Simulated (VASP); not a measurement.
# Cd (P6_3/mmc) in VASP: notebook

Cd is run at these levels: r2SCAN; tasks: single point.

All numbers are computed with VASP 6.6.1; they aren't measurements. Logs are shortened: lines on timing, memory, paths and dates and some standing lists are left out, and cuts for length are marked.

## (1) The cell of the first run

It takes space group P6_3/mmc (No. 194, hexagonal). The conventional cell has a = 3.067 Å, b = 3.067 Å, c = 9.762 Å, α = 90.00°, β = 90.00°, γ = 120.00°. Within 4.0 Å of Cd (site symmetry -3m) lie 12 Cd at 3.02 to 3.07 Å. Cd (site symmetry -6m2) has 12 Cd at 3.02 to 3.07 Å within 4.0 Å.

## (2) Single point, r2SCAN (19.88 Å³/atom)

POSCAR

```
Cd
1.0
    3.0669116111      0.0000000000      0.0000000000
   -1.5334558055      2.6560233664      0.0000000000
    0.0000000000      0.0000000000      9.7619033897
Cd
4
Direct
    1.0000000000      0.0000000000      0.0000000000
    1.0000000000      1.0000000000      0.5000000000
    0.3333333333      0.6666666667      0.2500000000
    0.6666666667      0.3333333333      0.7500000000
```

INCAR.step1

```
PREC = Accurate ; ENCUT = 520
ISMEAR = -1 ; SIGMA = 0.1
LREAL = F ; LASPH = T
NELM = 60 ; NBANDS = 32
GGA = PE ; ALGO = Normal
EDIFF = 1E-4 ; LWAVE = T
LCHARG = F
```

INCAR.step2

```
PREC = Accurate ; ENCUT = 520
EDIFF = 1E-7 ; ISMEAR = -1
SIGMA = 0.1 ; LREAL = F
LASPH = T ; NELM = 60
ALGO = Normal ; ISIF = 2
LWAVE = F ; LCHARG = F
METAGGA = R2SCAN ; LMIXTAU = T
NBANDS = 32 ; ISTART = 1
```

KPOINTS

```
Automatic mesh
0
Gamma
  13 13 4
```

Potentials or basis: VASP PAW PBE potentials, release 64 (Cd).

Started as:

```bash
cat potpaw_PBE.64/Cd/POTCAR > POTCAR
cp INCAR.step1 INCAR
mpirun -np 1 vasp_std > vasp.out
cp INCAR.step2 INCAR
mpirun -np 1 vasp_std > vasp.out
```

OUTCAR:

```text
PREC = Accurate
   ENCUT = 520
   EDIFF = 1E-7
   ISMEAR = -1
   LREAL = F
   LASPH = T
   NELM = 60
   ISIF = 2
   METAGGA = R2SCAN
   ISTART = 1

 ion  position               nearest neighbor table
   1  0.000  0.000  0.000-   3 3.02   4 3.02   3 3.02   4 3.02   4 3.02   3 3.02
   2  0.000  0.000  0.500-   3 3.02   4 3.02   3 3.02   4 3.02   4 3.02   3 3.02
   3  0.333  0.667  0.250-   1 3.02   2 3.02   1 3.02   2 3.02   1 3.02   2 3.02
   4  0.667  0.333  0.750-   1 3.02   2 3.02   1 3.02   2 3.02   1 3.02   2 3.02

  LATTYP: Found a hexagonal cell.
 ALAT       =     3.0669116111
 C/A-ratio  =     3.1829751318

  Lattice vectors:

 A1 = (   3.0669116111,   0.0000000000,   0.0000000000)
 A2 = (  -1.5334558055,   2.6560233664,   0.0000000000)
 A3 = (   0.0000000000,   0.0000000000,   9.7619033897)

Analysis of symmetry for initial positions (statically):
=====================================================================
 Subroutine PRICEL returns:
 Original cell was already a primitive cell.

 Routine SETGRP: Setting up the symmetry group for a
 hexagonal supercell.

 Subroutine GETGRP returns: Found 24 space group operations
 (whereof 12 operations were pure point group operations)
 out of a pool of 24 trial point group operations.

The static configuration has the point symmetry D_3d.
 The point group associated with its full space group is D_6h.

Analysis of symmetry for dynamics (positions and initial velocities):
=====================================================================
 Subroutine PRICEL returns:
 Original cell was already a primitive cell.

 Routine SETGRP: Setting up the symmetry group for a
 hexagonal supercell.

 Subroutine GETGRP returns: Found 24 space group operations
 (whereof 12 operations were pure point group operations)
 out of a pool of 24 trial point group operations.

The dynamic configuration has the point symmetry D_3d.
 The point group associated with its full space group is D_6h.

 Subroutine INISYM returns: Found 24 space group operations
 (whereof 12 operations are pure point group operations),
 and found     1 'primitive' translations

----------------------------------------------------------------------------------------

                                     Primitive cell

  volume of cell :      79.5184

  direct lattice vectors                    reciprocal lattice vectors
     3.066911611  0.000000000  0.000000000     0.326060913  0.188251356  0.000000000
    -1.533455806  2.656023366  0.000000000     0.000000000  0.376502712  0.000000000
     0.000000000  0.000000000  9.761903390     0.000000000  0.000000000  0.102439039

  length of vectors
     3.066911611  3.066911611  9.761903390     0.376502712  0.376502712  0.102439039

  position of ions in fractional coordinates (direct lattice)
     0.000000000  0.000000000  0.000000000
     0.000000000  0.000000000  0.500000000
     0.333333333  0.666666667  0.250000000
     0.666666667  0.333333333  0.750000000

  ion indices of the primitive-cell ions
   primitive index   ion index
                 1           1
                 2           2
                 3           3
                 4           4

----------------------------------------------------------------------------------------

 KPOINTS: Automatic mesh

Automatic generation of k-mesh.
 Grid dimensions read from file:
 generate k-points for:   13   13    4

 Generating k-lattice:

  Cartesian coordinates                     Fractional coordinates (reciprocal lattice)
     0.025081609  0.014480874  0.000000000     0.076923077  0.000000000  0.000000000
     0.000000000  0.028961747  0.000000000     0.000000000  0.076923077  0.000000000
     0.000000000  0.000000000  0.025609760     0.000000000  0.000000000  0.250000000

  Length of vectors
     0.028961747  0.028961747  0.025609760

  Shift w.r.t. Gamma in fractional coordinates (k-lattice)
     0.000000000  0.000000000  0.000000000

 Subroutine IBZKPT returns following result:
 ===========================================

 Found     63 irreducible k-points:

 Following reciprocal coordinates:
            Coordinates               Weight
  0.000000  0.000000  0.000000      1.000000
  0.076923 -0.000000  0.000000      6.000000
  0.153846 -0.000000  0.000000      6.000000
  0.230769  0.000000  0.000000      6.000000
  0.307692 -0.000000  0.000000      6.000000
  0.384615  0.000000  0.000000      6.000000
[... 16 lines left out ...]
  0.076923 -0.000000  0.250000     12.000000
  0.153846 -0.000000  0.250000     12.000000
 [... further k-points ...]
   k-points           NKPTS =     63   k-points in BZ     NKDIM =     63   number of bands    NBANDS=     32
   number of dos      NEDOS =    301   number of ions     NIONS =      4
   total plane-waves  NPLWV =  46080
   dimension x,y,z NGX =    24 NGY =   24 NGZ =   80
   dimension x,y,z NGXF=    48 NGYF=   48 NGZF=  160
   ions per type =               4
   NGX,Y,Z   is equivalent  to a cutoff of  13.01, 13.01, 13.62 a.u.
   NGXF,Y,Z  is equivalent  to a cutoff of  26.02, 26.02, 27.25 a.u.
 SYSTEM =  unknown system
   PREC   = accura    normal or accurate (medium, high low for compatibility)
   ISTART =      1    job   : 0-new  1-cont  2-samecut
   ICHARG =      0    charge: 1-file 2-atom 10-const
   ISPIN  =      1    spin polarized calculation?
   LNONCOLLINEAR =      F non collinear calculations
   LSORBIT =      F    spin-orbit coupling
   LASPH  =      T    aspherical Exc in radial PAW
   ENCUT  =  520.0 eV  38.22 Ry    6.18 a.u.   5.70  5.70 18.15*2*pi/ulx,y,z
   NELM   =     60;   NELMIN=  2; NELMDL=  0     # of ELM steps
   EDIFF  = 0.1E-06   stopping-criterion for ELM
   LREAL  =      F    real-space projection
   EDIFFG = 0.1E-05   stopping-criterion for IOM
   NSW    =      0    number of steps for IOM
   IBRION =     -1    ionic relax: 0-MD 1-quasi-New 2-CG
   NFREE  =      0    steps in history (QN), initial steepest desc. (CG)
   ISIF   =      2    stress and relaxation
   ISYM   =      2    0-nonsym 1-usesym 2-fastsym
   POTIM  = 0.5000    time-step for ionic-motion
   TEBEG  =    0.0;   TEEND  =   0.0 temperature during run
   PSTRESS=    0.0 pullay stress
   NELECT =      48.0000    total number of electrons
   NUPDOWN=      -1.0000    fix difference up-down
   EMIN   =  10.00;   EMAX   =-10.00  energy-range for DOS
   EFERMI =   0.00;   METHOD = LEGACY
   ISMEAR =    -1;   SIGMA  =   0.10  broadening in eV -4-tet -1-fermi 0-gaus
   EFERMI_NEDOS =   21; number of points for ismear=-14 and -15
   IALGO  =     38    algorithm
   IMIX   =      4    mixing-type and parameters
     AMIX     =   0.40;   BMIX     =  1.00
     AMIX_MAG =   1.60;   BMIX_MAG =  1.00
  volume/ion in A,a.u.               =      19.88       134.15
  Fermi-wavevector in a.u.,A,eV,Ry     =   1.383564  2.614557 26.044956  1.914250
  Thomas-Fermi vector in A             =   2.508150
   LORBIT       =      0    0 simple, 1 ext, 2 COOP (PROOUT), +10 PAW based schemes
   METAGGA = R2SCAN    functional components
   LHFCALC =     F    Hartree Fock is set to
   AEXX    =    0.0000 exact exchange contribution
   IVDW    =     0    specifies the selected vdW correction
   LEPSILON=     F    determine dielectric tensor
   LRPA    =     F    only Hartree local field effects (RPA)
 non-spin polarized calculation
  energy-cutoff  :      520.00
  volume of cell :       79.52
 maximum number of plane-waves:      2158
 NGX is ok and might be reduce to    24
   NGX = 11   NGY = 11   NGZ = 37

 number of electron      48.0000022 magnetization

 Free energy of the ion-electron system (eV)
  ---------------------------------------------------
  ext. energy  EPLUGINS =         0.00000000
  ---------------------------------------------------
  free energy    TOTEN  =       -80.15937733 eV

  energy without entropy =      -80.10753991  energy(sigma->0) =      -80.13345862

 E-fermi :   3.7458     XC(G=0): -12.3487

 val. band max:        3.7084132579   @ k =   0.4615   0.0769   0.2500
 cond. band min:       3.7646755720   @ k =   0.3077   0.2308   0.2500
 fundamental gap:      0.0562623141
 Fermi energy:         3.7458212787

 k-point     1 :       0.0000    0.0000    0.0000
  band No.  band energies     occupation
      1      -7.0247      2.00000
      2      -6.6726      2.00000
      3      -6.6495      2.00000
      4      -6.4061      2.00000
      5      -6.3791      2.00000
      6      -6.3791      2.00000
[... 24 lines left out ...]
     31      17.7476      0.00000
     32      18.2310      0.00000

 k-point     2 :       0.0769   -0.0000    0.0000
  band No.  band energies     occupation
      1      -6.9759      2.00000
      2      -6.6404      2.00000
      3      -6.6018      2.00000
      4      -6.4097      2.00000
      5      -6.3952      2.00000
      6      -6.3619      2.00000
[... 24 lines left out ...]
     31      16.5576      0.00000
     32      17.0161      0.00000

 k-point     3 :       0.1538   -0.0000    0.0000
  band No.  band energies     occupation
      1      -6.8746      2.00000
      2      -6.6249      2.00000
      3      -6.5481      2.00000
      4      -6.4696      2.00000
      5      -6.4229      2.00000
      6      -6.4071      2.00000
[... 24 lines left out ...]
     31      14.5399      0.00000
     32      16.5031      0.00000

 k-point     4 :       0.2308    0.0000    0.0000
  band No.  band energies     occupation
      1      -6.8732      2.00000
      2      -6.7210      2.00000
      3      -6.6128      2.00000
      4      -6.5777      2.00000
      5      -6.5257      2.00000
      6      -6.3940      2.00000
[... 654 lines left out ...]
     31      17.6741      0.00000
     32      17.9504      0.00000

 k-point    23 :       0.0769   -0.0000    0.2500
  band No.  band energies     occupation
      1      -6.9493      2.00000
      2      -6.7588      2.00000
      3      -6.4891      2.00000
      4      -6.4052      2.00000
      5      -6.3877      2.00000
      6      -6.3289      2.00000
[... 24 lines left out ...]
     31      17.0443      0.00000
     32      17.0952      0.00000

 k-point    24 :       0.1538   -0.0000    0.2500
  band No.  band energies     occupation
      1      -6.8511      2.00000
      2      -6.6949      2.00000
      3      -6.5204      2.00000
      4      -6.4644      2.00000
      5      -6.4399      2.00000
      6      -6.3793      2.00000
[... 24 lines left out ...]
     31      14.7577      0.00000
     32      15.7208      0.00000

 [... further k-points ...]

------------------------ aborting loop because EDIFF is reached ----------------------------------------

  FORCE on cell =-STRESS in cart. coord.  units (eV):
  Direction    XX          YY          ZZ          XY          YZ          ZX
  --------------------------------------------------------------------------------------
  -------------------------------------------------------------------------------------
  Total        3.0532988      3.0532988      3.2240015      0.0000000      0.0000000      0.0000000
  in kB       61.5194211     61.5194211     64.9588247      0.0000000      0.0000000      0.0000000
  external PRESSURE =      62.6658890 kB  Pullay stress =       0.0000000 kB

 VOLUME and BASIS-vectors are now :
 -----------------------------------------------------------------------------
  energy-cutoff  :      520.00
  volume of cell :       79.52
      direct lattice vectors                 reciprocal lattice vectors
     3.066911611  0.000000000  0.000000000     0.326060913  0.188251356  0.000000000
    -1.533455806  2.656023366  0.000000000     0.000000000  0.376502712  0.000000000
     0.000000000  0.000000000  9.761903390     0.000000000  0.000000000  0.102439039

 POSITION                                       TOTAL-FORCE (eV/Angst)
 -----------------------------------------------------------------------------------
      0.00000      0.00000      0.00000         0.000000      0.000000      0.000000
      0.00000      0.00000      4.88095         0.000000      0.000000      0.000000
     -0.00000      1.77068      2.44048         0.000000     -0.000000      0.000000
      1.53346      0.88534      7.32143        -0.000000      0.000000     -0.000000
 -----------------------------------------------------------------------------------
    total drift:                               -0.000000      0.000000     -0.000000

  FREE ENERGIE OF THE ION-ELECTRON SYSTEM (eV)
  ---------------------------------------------------
  free  energy   TOTEN  =       -80.1593773263 eV

  energy  without entropy=      -80.1075399130  energy(sigma->0) =      -80.13345862
```

Run time: 18 min. Hardware: 1 thread of AMD EPYC 7R13, shared host; peak memory 0.25 GiB.

What came out:

| Item | Value |
| --- | --- |
| Free energy | -80.1594 eV |
| Pressure | 6.3 GPa |
| Band gap on the k mesh | zero (bands 24 and 25 overlap by 2.82 eV) |

Caveat: the cell stands under pressure; the PAW data sets were made with another functional, which shifts forces and pressure a little.

## (3) Single point, r2SCAN (20.74 Å³/atom)

This run uses another cell than the first one, of 20.74 Å³/atom.

POSCAR

```
Cd
1.0
    3.1107305543      0.0000000000      0.0000000000
   -1.5553652771      2.6939716843      0.0000000000
    0.0000000000      0.0000000000      9.9013779961
Cd
4
Direct
    1.0000000000      0.0000000000      0.0000000000
    1.0000000000      1.0000000000      0.5000000000
    0.3333333333      0.6666666667      0.2500000000
    0.6666666667      0.3333333333      0.7500000000
```

INCAR.step1

```
SYSTEM = Cd
PREC = Accurate ; ENCUT = 520
ISMEAR = -1 ; SIGMA = 0.1
LREAL = .False. ; LASPH = .True.
NELM = 60 ; NBANDS = 32
GGA = PE ; ALGO = Normal
EDIFF = 1E-4 ; LWAVE = .True.
LCHARG = .False.
```

INCAR.step2

```
SYSTEM = Cd
PREC = Accurate ; ENCUT = 520
EDIFF = 1E-6 ; ISMEAR = -1
SIGMA = 0.1 ; LREAL = .False.
LASPH = .True. ; NELM = 60
ALGO = Normal ; ISIF = 2
LWAVE = .False. ; LCHARG = .False.
METAGGA = R2SCAN ; LMIXTAU = .True.
NBANDS = 32 ; ISTART = 1
```

KPOINTS

```
regular mesh
0
Gamma
  13 13 4
  0 0 0
```

Potentials or basis: VASP PAW PBE potentials, release 64 (Cd).

Started as:

```bash
cat potpaw_PBE.64/Cd/POTCAR > POTCAR
cp INCAR.step1 INCAR
mpirun -np 1 vasp_std > vasp.out
cp INCAR.step2 INCAR
mpirun -np 1 vasp_std > vasp.out
```

OUTCAR:

```text
SYSTEM = Cd
   PREC = Accurate
   ENCUT = 520
   EDIFF = 1E-6
   ISMEAR = -1
   LREAL = .False.
   LASPH = .True.
   NELM = 60
   ISIF = 2
   METAGGA = R2SCAN
   ISTART = 1

 ion  position               nearest neighbor table
   1  0.000  0.000  0.000-   3 3.06   4 3.06   3 3.06   4 3.06   4 3.06   3 3.06
   2  0.000  0.000  0.500-   3 3.06   4 3.06   3 3.06   4 3.06   4 3.06   3 3.06
   3  0.333  0.667  0.250-   1 3.06   2 3.06   1 3.06   2 3.06   1 3.06   2 3.06
   4  0.667  0.333  0.750-   1 3.06   2 3.06   1 3.06   2 3.06   1 3.06   2 3.06

  LATTYP: Found a hexagonal cell.
 ALAT       =     3.1107305543
 C/A-ratio  =     3.1829751318

  Lattice vectors:

 A1 = (   3.1107305543,   0.0000000000,   0.0000000000)
 A2 = (  -1.5553652771,   2.6939716843,   0.0000000000)
 A3 = (   0.0000000000,   0.0000000000,   9.9013779961)

Analysis of symmetry for initial positions (statically):
=====================================================================
 Subroutine PRICEL returns:
 Original cell was already a primitive cell.
[... 173 lines left out ...]

  energy without entropy =      -80.20467368  energy(sigma->0) =      -80.23127504

 E-fermi :   3.3763     XC(G=0): -12.0838

 val. band max:        3.3501279174   @ k =   0.3077   0.2308   0.5000
 cond. band min:       3.3858698021   @ k =   0.3846   0.0769   0.5000
 fundamental gap:      0.0357418847
 Fermi energy:         3.3763072173

 k-point     1 :       0.0000    0.0000    0.0000
  band No.  band energies     occupation
      1      -7.1500      2.00000
      2      -6.8288      2.00000
      3      -6.8029      2.00000
      4      -6.5777      2.00000
      5      -6.5777      2.00000
      6      -6.5717      2.00000
[... 829 lines left out ...]
     31      14.1147      0.00000
     32      15.0306      0.00000

 [... further k-points ...]

------------------------ aborting loop because EDIFF is reached ----------------------------------------

  FORCE on cell =-STRESS in cart. coord.  units (eV):
  Direction    XX          YY          ZZ          XY          YZ          ZX
  --------------------------------------------------------------------------------------
  -------------------------------------------------------------------------------------
  Total        1.5097924      1.5097924      1.6167637      0.0000000      0.0000000      0.0000000
  in kB       29.1525631     29.1525631     31.2180706      0.0000000      0.0000000      0.0000000
  external PRESSURE =      29.8410656 kB  Pullay stress =       0.0000000 kB

 VOLUME and BASIS-vectors are now :
 -----------------------------------------------------------------------------
  energy-cutoff  :      520.00
  volume of cell :       82.98
      direct lattice vectors                 reciprocal lattice vectors
     3.110730554  0.000000000  0.000000000     0.321467894  0.185599575  0.000000000
    -1.555365277  2.693971684  0.000000000     0.000000000  0.371199150  0.000000000
     0.000000000  0.000000000  9.901377996     0.000000000  0.000000000  0.100996043

 POSITION                                       TOTAL-FORCE (eV/Angst)
 -----------------------------------------------------------------------------------
      0.00000      0.00000      0.00000        -0.000000      0.000000      0.000000
      0.00000      0.00000      4.95069        -0.000000      0.000000      0.000000
     -0.00000      1.79598      2.47534        -0.000000      0.000000      0.000000
      1.55537      0.89799      7.42603         0.000000     -0.000000      0.000000
 -----------------------------------------------------------------------------------
    total drift:                               -0.000000      0.000000     -0.000000

  FREE ENERGIE OF THE ION-ELECTRON SYSTEM (eV)
  ---------------------------------------------------
  free  energy   TOTEN  =       -80.2578764081 eV

  energy  without entropy=      -80.2046736791  energy(sigma->0) =      -80.23127504
```

OUTCAR.step1:

```text
SYSTEM = Cd
   PREC = Accurate
   ENCUT = 520
   ISMEAR = -1
   LREAL = .False.
   LASPH = .True.
   NELM = 60
[... 1070 lines left out ...]
      0.00000      0.00000      4.95069         0.000000      0.000000      0.000000
     -0.00000      1.79598      2.47534         0.000000     -0.000000      0.000000
      1.55537      0.89799      7.42603        -0.000000      0.000000     -0.000000
 -----------------------------------------------------------------------------------
    total drift:                               -0.000000      0.000000     -0.000000

  FREE ENERGIE OF THE ION-ELECTRON SYSTEM (eV)
  ---------------------------------------------------
  free  energy   TOTEN  =        -2.8108405939 eV

  energy  without entropy=       -2.7562827105  energy(sigma->0) =       -2.78356165
```

Wall time 19 min (1 thread of AMD EPYC 7R13, shared host); peak memory 0.26 GiB.

What came out:

```yaml
Free_energy: -80.2579 eV
Pressure: 3.0 GPa
Band_gap_on_the_k_mesh: zero (bands 24 and 25 overlap by 2.85 eV)
```

Levels at points of the mesh, in eV from the Fermi level:
| k point | band 21 | band 22 | band 23 | band 24 | band 25 | band 26 | band 27 | band 28 |
| --- | --- | --- | --- | --- | --- | --- | --- | --- |
| (0.00, 0.00, 0.00) | -9.00 | -7.78 | -7.77 | -2.70 | -1.08 | 7.14 | 7.14 | 13.06 |
| (0.00, 0.00, 0.50) | -9.09 | -9.09 | -5.34 | -5.34 | 2.36 | 2.36 | 12.36 | 12.36 |

Caveat: the PAW data sets were made with another functional, which shifts forces and pressure a little.

The gap in the log of VASP goes by the Fermi energy; the results here count the filled bands.